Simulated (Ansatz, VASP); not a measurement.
# One calculation of ScAlN2, two programs

```
Sc Al N
1.0
    -2.19948    2.19948    4.19862
     2.19948   -2.19948    4.19862
     2.19948    2.19948   -4.19862
Sc Al N
2 2 4
Direct
  0.75000 0.25000 0.50000
  0.00000 0.00000 0.00000
  0.25000 0.75000 0.50000
  0.50000 0.50000 0.00000
  0.48751 0.98751 0.50000
  0.26249 0.26249 0.00000
  0.01249 0.51249 0.50000
  0.73751 0.73751 0.00000
```

Alike in both runs: task single point; functional PBE; k mesh 6 × 6 × 6; occupations gaussian, width 0.1 eV; no spin polarisation.

```csv
,VASP,Ansatz
version,VASP 6.6.1,Ansatz 0.2.0
potentials or method,"VASP PAW PBE potentials, release 64 (Sc_sv, Al, N), cutoff 520 eV","scalar-relativistic, plane waves, PAW"
valence electrons in the cell,48,48
```

VASP gave:

- gap on the k mesh at the Fermi level (eV): 0.96
- least direct gap on the mesh (eV): 1.05
- pressure (GPa): 0.0
- rms of the force components (eV/Å): 0.001

Q: What did Ansatz give for the same quantities?

A: gap on the k mesh at the Fermi level (eV): 0.97; least direct gap on the mesh (eV): 1.07; pressure (GPa): -0.6; rms of the force components (eV/Å): 0.020.

Atom by atom the forces differ by 0.019 eV/Å (rms over components).
